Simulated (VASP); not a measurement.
# Si15Ni (F-43m) in VASP: single point with PBEsol

Aim: the single point of Si15Ni with PBEsol.

Program: VASP 6.6.1. These are calculated values, not measurements. Logs are shortened: lines on timing, memory, paths and dates and some standing lists are left out, and cuts for length are marked.

## Step 1: The cell of the first run

The structure is cubic, space group F-43m (No. 216). The conventional cell has a = 10.874 Å, b = 10.874 Å, c = 10.874 Å, α = 90.00°, β = 90.00°, γ = 90.00°. Ni (site symmetry -43m) has 4 Si at 2.26 Å within 3.0 Å. Si (site symmetry 2mm) has 4 Si at 2.36 to 2.38 Å within 3.1 Å. Si (site symmetry -43m) has 4 Si at 2.36 Å within 3.1 Å. Within 3.0 Å of Si (site symmetry 3m) lie 1 Ni at 2.26 Å and 3 Si at 2.38 Å. Within 3.1 Å of Si (site symmetry 3m) lie 4 Si at 2.36 Å.

## Step 2: Single point, PBEsol

Contents of INCAR:

```
ALGO = Normal ; EDIFF = 1E-7
ENCUT = 520 ; GGA = PS
ISIF = 2 ; ISMEAR = 0
LASPH = True ; LCHARG = False
LREAL = Auto ; LWAVE = False
NBANDS = 49 ; NELM = 60
PREC = Accurate ; SIGMA = 0.05
```

Contents of KPOINTS:

```
k-points
0
Gamma
  3 3 3
```

Contents of POSCAR:

```
Si15Ni
1.0
    0.0000000000      5.4370000000      5.4370000000
    5.4370000000      0.0000000000      5.4370000000
    5.4370000000      5.4370000000      0.0000000000
Ni Si
1 15
Direct
    1.0000000000      0.0000000000      1.0000000000
    0.0008460273      0.0008460273      0.4991539727
    0.0008460273      0.4991539727      0.0008460273
    0.0008460273      0.4991539727      0.4991539727
    0.4991539727      0.0008460273      0.0008460273
    0.4991539727      0.0008460273      0.4991539727
    0.4991539727      0.4991539727      0.0008460273
    0.5000000000      0.5000000000      0.5000000000
    0.1202211774      0.1202211774      0.1202211774
    0.1202211774      0.1202211774      0.6393364679
    0.1202211774      0.6393364679      0.1202211774
    0.1235527506      0.6254824165      0.6254824165
    0.6393364679      0.1202211774      0.1202211774
    0.6254824165      0.1235527506      0.6254824165
    0.6254824165      0.6254824165      0.1235527506
    0.6254824165      0.6254824165      0.6254824165
```

Potentials or basis: VASP PAW PBE potentials, release 64 (Ni, Si).

Command:

```bash
$ cat potpaw_PBE.64/Ni/POTCAR potpaw_PBE.64/Si/POTCAR > POTCAR
$ mpirun -np 1 vasp_std > vasp.out
```

OUTCAR:

```text
EDIFF = 1E-7
   ENCUT = 520
   GGA = PS
   ISIF = 2
   ISMEAR = 0
   LASPH = True
   LREAL = Auto
   NELM = 60
   PREC = Accurate

 ion  position               nearest neighbor table
   1  0.000  0.000  0.000-  10 2.26  11 2.26  13 2.26   9 2.26
   2  0.001  0.001  0.499-  12 2.36  14 2.36   9 2.38  10 2.38
   3  0.001  0.499  0.001-  12 2.36  15 2.36   9 2.38  11 2.38
   4  0.001  0.499  0.499-  16 2.36  12 2.36  10 2.38  11 2.38
   5  0.499  0.001  0.001-  14 2.36  15 2.36   9 2.38  13 2.38
   6  0.499  0.001  0.499-  16 2.36  14 2.36  10 2.38  13 2.38
[... 8 lines left out ...]
  15  0.625  0.625  0.124-   3 2.36   5 2.36   7 2.36   8 2.36
  16  0.625  0.625  0.625-   4 2.36   6 2.36   7 2.36   8 2.36

  LATTYP: Found a face centered cubic cell.
 ALAT       =    10.8740000000

  Lattice vectors:

 A1 = (   0.0000000000,   5.4370000000,   5.4370000000)
 A2 = (   5.4370000000,   0.0000000000,   5.4370000000)
 A3 = (   5.4370000000,   5.4370000000,   0.0000000000)

Analysis of symmetry for initial positions (statically):
=====================================================================
 Subroutine PRICEL returns:
 Original cell was already a primitive cell.

 Routine SETGRP: Setting up the symmetry group for a
 face centered cubic supercell.

 Subroutine GETGRP returns: Found 24 space group operations
 (whereof 24 operations were pure point group operations)
 out of a pool of 48 trial point group operations.

The static configuration has the point symmetry T_d .

Analysis of symmetry for dynamics (positions and initial velocities):
=====================================================================
 Subroutine PRICEL returns:
 Original cell was already a primitive cell.

 Routine SETGRP: Setting up the symmetry group for a
 face centered cubic supercell.

 Subroutine GETGRP returns: Found 24 space group operations
 (whereof 24 operations were pure point group operations)
 out of a pool of 48 trial point group operations.

The dynamic configuration has the point symmetry T_d .

 Subroutine INISYM returns: Found 24 space group operations
 (whereof 24 operations are pure point group operations),
 and found     1 'primitive' translations

----------------------------------------------------------------------------------------

                                     Primitive cell

  volume of cell :     321.4460

  direct lattice vectors                    reciprocal lattice vectors
     0.000000000  5.437000000  5.437000000    -0.091962479  0.091962479  0.091962479
     5.437000000  0.000000000  5.437000000     0.091962479 -0.091962479  0.091962479
     5.437000000  5.437000000  0.000000000     0.091962479  0.091962479 -0.091962479

  length of vectors
     7.689079139  7.689079139  7.689079139     0.159283687  0.159283687  0.159283687

  position of ions in fractional coordinates (direct lattice)
     0.000000000  0.000000000  0.000000000
     0.000846027  0.000846027  0.499153973
     0.000846027  0.499153973  0.000846027
     0.000846027  0.499153973  0.499153973
     0.499153973  0.000846027  0.000846027
     0.499153973  0.000846027  0.499153973
[... 8 lines left out ...]
     0.625482416  0.625482416  0.123552751
     0.625482416  0.625482416  0.625482416

  ion indices of the primitive-cell ions
   primitive index   ion index
                 1           1
                 2           2
                 3           3
                 4           4
                 5           5
                 6           6
[... 8 lines left out ...]
                15          15
                16          16

----------------------------------------------------------------------------------------

 KPOINTS: k-points

Automatic generation of k-mesh.
 Grid dimensions read from file:
 generate k-points for:    3    3    3

 Generating k-lattice:

  Cartesian coordinates                     Fractional coordinates (reciprocal lattice)
    -0.030654160  0.030654160  0.030654160     0.333333333  0.000000000  0.000000000
     0.030654160 -0.030654160  0.030654160     0.000000000  0.333333333  0.000000000
     0.030654160  0.030654160 -0.030654160     0.000000000  0.000000000  0.333333333

  Length of vectors
     0.053094562  0.053094562  0.053094562

  Shift w.r.t. Gamma in fractional coordinates (k-lattice)
     0.000000000  0.000000000  0.000000000

 Subroutine IBZKPT returns following result:
 ===========================================

 Found      4 irreducible k-points:

 Following reciprocal coordinates:
            Coordinates               Weight
  0.000000  0.000000  0.000000      1.000000
  0.333333  0.000000  0.000000      8.000000
  0.333333  0.333333  0.000000      6.000000
 -0.333333  0.333333  0.000000     12.000000
   k-points           NKPTS =      4   k-points in BZ     NKDIM =      4   number of bands    NBANDS=     49
   number of dos      NEDOS =    301   number of ions     NIONS =     16
   total plane-waves  NPLWV = 216000
   dimension x,y,z NGX =    60 NGY =   60 NGZ =   60
   dimension x,y,z NGXF=   120 NGYF=  120 NGZF=  120
   ions per type =               1  15
   NGX,Y,Z   is equivalent  to a cutoff of  12.97, 12.97, 12.97 a.u.
   NGXF,Y,Z  is equivalent  to a cutoff of  25.95, 25.95, 25.95 a.u.
 SYSTEM =  unknown system
   PREC   = accura    normal or accurate (medium, high low for compatibility)
   ISTART =      0    job   : 0-new  1-cont  2-samecut
   ICHARG =      2    charge: 1-file 2-atom 10-const
   ISPIN  =      1    spin polarized calculation?
   LNONCOLLINEAR =      F non collinear calculations
   LSORBIT =      F    spin-orbit coupling
   LASPH  =      T    aspherical Exc in radial PAW
   ENCUT  =  520.0 eV  38.22 Ry    6.18 a.u.  14.30 14.30 14.30*2*pi/ulx,y,z
   NELM   =     60;   NELMIN=  2; NELMDL= -5     # of ELM steps
   EDIFF  = 0.1E-06   stopping-criterion for ELM
   LREAL  =      T    real-space projection
   EDIFFG = 0.1E-05   stopping-criterion for IOM
   NSW    =      0    number of steps for IOM
   IBRION =     -1    ionic relax: 0-MD 1-quasi-New 2-CG
   NFREE  =      0    steps in history (QN), initial steepest desc. (CG)
   ISIF   =      2    stress and relaxation
   ISYM   =      2    0-nonsym 1-usesym 2-fastsym
   POTIM  = 0.5000    time-step for ionic-motion
   TEBEG  =    0.0;   TEEND  =   0.0 temperature during run
   PSTRESS=    0.0 pullay stress
   NELECT =      70.0000    total number of electrons
   NUPDOWN=      -1.0000    fix difference up-down
   EMIN   =  10.00;   EMAX   =-10.00  energy-range for DOS
   EFERMI =   0.00;   METHOD = LEGACY
   ISMEAR =     0;   SIGMA  =   0.05  broadening in eV -4-tet -1-fermi 0-gaus
   EFERMI_NEDOS =   21; number of points for ismear=-14 and -15
   IALGO  =     38    algorithm
   IMIX   =      4    mixing-type and parameters
     AMIX     =   0.40;   BMIX     =  1.00
     AMIX_MAG =   1.60;   BMIX_MAG =  1.00
  volume/ion in A,a.u.               =      20.09       135.58
  Fermi-wavevector in a.u.,A,eV,Ry     =   0.984929  1.861246 13.198805  0.970085
  Thomas-Fermi vector in A             =   2.116198
   LORBIT       =      0    0 simple, 1 ext, 2 COOP (PROOUT), +10 PAW based schemes
   GGA     = PS    functional components
   LHFCALC =     F    Hartree Fock is set to
   AEXX    =    0.0000 exact exchange contribution
   IVDW    =     0    specifies the selected vdW correction
   LEPSILON=     F    determine dielectric tensor
   LRPA    =     F    only Hartree local field effects (RPA)
 non-spin polarized calculation
 Gauss-broadening in eV      SIGMA  =   0.05
  energy-cutoff  :      520.00
  volume of cell :      321.45
 maximum number of plane-waves:      8682
 NGX is ok and might be reduce to    60
   NGX = 29   NGY = 29   NGZ = 29

 number of electron      69.9999992 magnetization

 Free energy of the ion-electron system (eV)
  ---------------------------------------------------
  ext. energy  EPLUGINS =         0.00000000
  ---------------------------------------------------
  free energy    TOTEN  =       -90.99440970 eV

  energy without entropy =      -90.97387229  energy(sigma->0) =      -90.98414099

 E-fermi :   5.0666     XC(G=0):  -9.5845

 val. band max:        5.0600998689   @ k =  -0.3333   0.3333   0.0000
 cond. band min:       5.0726733388   @ k =   0.3333   0.3333   0.0000
 fundamental gap:      0.0125734699
 Fermi energy:         5.0666469310

 k-point     1 :       0.0000    0.0000    0.0000
  band No.  band energies     occupation
      1      -6.2068      2.00000
      2      -3.9899      2.00000
      3      -3.9899      2.00000
      4      -3.9899      2.00000
      5      -3.4942      2.00000
      6      -2.2052      2.00000
[... 39 lines left out ...]
     46       7.4199      0.00000
     47       8.1231      0.00000

 k-point     2 :       0.3333    0.0000    0.0000
  band No.  band energies     occupation
      1      -5.8591      2.00000
      2      -4.8345      2.00000
      3      -3.8295      2.00000
      4      -3.8295      2.00000
      5      -3.5925      2.00000
      6      -3.2318      2.00000
[... 39 lines left out ...]
     46       8.4240      0.00000
     47       8.5439      0.00000

 k-point     3 :       0.3333    0.3333    0.0000
  band No.  band energies     occupation
      1      -5.7378      2.00000
      2      -4.4164      2.00000
      3      -4.2018      2.00000
      4      -4.2018      2.00000
      5      -4.1823      2.00000
      6      -3.5483      2.00000
[... 39 lines left out ...]
     46       8.4995      0.00000
     47       8.8871      0.00000

 k-point     4 :      -0.3333    0.3333    0.0000
  band No.  band energies     occupation
      1      -5.3228      2.00000
      2      -4.9981      2.00000
      3      -4.7943      2.00000
      4      -4.0178      2.00000
      5      -3.7682      2.00000
      6      -3.0382      2.00000
[... 39 lines left out ...]
     46       9.1505      0.00000
     47       9.3219      0.00000
 [bands above 47 left out]

------------------------ aborting loop because EDIFF is reached ----------------------------------------

  FORCE on cell =-STRESS in cart. coord.  units (eV):
  Direction    XX          YY          ZZ          XY          YZ          ZX
  --------------------------------------------------------------------------------------
  -------------------------------------------------------------------------------------
  Total       -4.2174835     -4.2174835     -4.2174835      0.0000000     -0.0000000      0.0000000
  in kB      -21.0211261    -21.0211261    -21.0211261      0.0000000     -0.0000000      0.0000000
  external PRESSURE =     -21.0211261 kB  Pullay stress =       0.0000000 kB

 VOLUME and BASIS-vectors are now :
 -----------------------------------------------------------------------------
  energy-cutoff  :      520.00
  volume of cell :      321.45
      direct lattice vectors                 reciprocal lattice vectors
     0.000000000  5.437000000  5.437000000    -0.091962479  0.091962479  0.091962479
     5.437000000  0.000000000  5.437000000     0.091962479 -0.091962479  0.091962479
     5.437000000  5.437000000  0.000000000     0.091962479  0.091962479 -0.091962479

 POSITION                                       TOTAL-FORCE (eV/Angst)
 -----------------------------------------------------------------------------------
      0.00000      0.00000      0.00000        -0.000000     -0.000000     -0.000000
      2.71850      2.71850      0.00920        -0.000000     -0.000000     -0.000561
      2.71850      0.00920      2.71850        -0.000000     -0.000561     -0.000000
      5.42780      2.71850      2.71850         0.000561     -0.000000     -0.000000
      0.00920      2.71850      2.71850        -0.000561     -0.000000     -0.000000
      2.71850      5.42780      2.71850        -0.000000      0.000561     -0.000000
[... 8 lines left out ...]
      4.07250      4.07250      6.80150         0.006296      0.006296     -0.006296
      6.80150      6.80150      6.80150        -0.006296     -0.006296     -0.006296
 -----------------------------------------------------------------------------------
    total drift:                                0.000001      0.000001      0.000002

  FREE ENERGIE OF THE ION-ELECTRON SYSTEM (eV)
  ---------------------------------------------------
  free  energy   TOTEN  =       -90.9944096964 eV

  energy  without entropy=      -90.9738722904  energy(sigma->0) =      -90.98414099
```

Run time: 5.1 min. Hardware: 1 thread of Intel Xeon Platinum 8259CL at 2.50GHz (Skylake/Cascade Lake), shared host; peak memory 0.47 GiB.

What came out:

```yaml
Free_energy: -90.9944 eV
Pressure: -2.1 GPa
Largest_force: 0.018 eV/Å
Band_gap_on_the_k_mesh: zero (band 35 reaches 6.43 eV, above the bottom of band 36 at 5.06 eV)
```

Forces on the atoms (eV/Å):
```
Ni   0.000  0.000  0.000
Si   0.000  0.000 -0.001
Si   0.000 -0.001  0.000
Si   0.001  0.000  0.000
Si  -0.001  0.000  0.000
Si   0.000  0.001  0.000
Si   0.000  0.000  0.001
Si   0.000  0.000  0.000
Si  -0.010 -0.010 -0.010
Si   0.010  0.010 -0.010
Si   0.010 -0.010  0.010
Si  -0.006  0.006  0.006
Si  -0.010  0.010  0.010
Si   0.006 -0.006  0.006
Si   0.006  0.006 -0.006
Si  -0.006 -0.006 -0.006
```

Caveat: the PAW data sets were made with another functional, which shifts forces and pressure a little.
